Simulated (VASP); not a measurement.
The system is I.

```
I
1.0
     0.00000    2.34972    3.88360
     2.17753    0.00000    3.88360
     2.17753    2.34972    0.00000
I
1
Cartesian
  0.0000 0.0000 0.0000
```

Base run:

```yaml
Program: VASP 6.6.1
Functional: r2SCAN
Potentials_or_basis: VASP PAW PBE potentials, release 64 (I)
Cutoff: 520 eV
k_mesh: 9 × 9 × 9
Occupations: fermi-dirac, width 0.05 eV
Spin: no spin polarisation
```

Its results: pressure 0.5 GPa.

Problem. The run is repeated on the same cell with these changes: functional from r2SCAN to BLYP. What comes out?

Solution. Pressure 3.8 GPa.

Caveats: the PAW data sets were made with another functional, which shifts forces and pressure a little; an odd number of electrons without spin polarisation forces a metal; a magnetic or distorted state may lie lower.
